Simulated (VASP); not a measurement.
Runs of VASP 6.6.1 on AlCu5. The structure is that of space group P-3m1 (No. 164), or close to it. The cells are those of the table. 

```csv
task,cell,k mesh,cutoff (eV),gap on the mesh (eV),pressure (GPa),largest force (eV/Å)
single point,"a = 2.651, b = 2.651, c = 12.375 Å, angles 90.0, 90.0, 120.0°, 6 atoms",6 × 6 × 2,520,none,(a),0.01
single point,"a = 2.638, b = 2.638, c = 12.483 Å, angles 90.0, 90.0, 120.0°, 6 atoms",18 × 18 × 4,520,none,0.4,0.01
single point,"a = 2.656, b = 2.656, c = 13.012 Å, angles 90.0, 90.0, 120.0°, 6 atoms",6 × 6 × 2,520,none,-5.7,0.15
relaxation of cell and atoms,"relaxed from a = 2.656, b = 2.656, c = 13.012 Å, angles 90.0, 90.0, 120.0°, 6 atoms",6 × 6 × 2,600,none,-0.2,0.03
```

Alike in all rows: level PBE; potentials or basis VASP PAW PBE potentials, release 64 (Al, Cu); no spin polarisation; smearing gaussian 0.1 eV.

Q: Fill in the values left out.

A: (a) 0.8.

Caveats: some runs use coarse meshes.

A gap of «none» marks levels without a gap at the run's occupations.
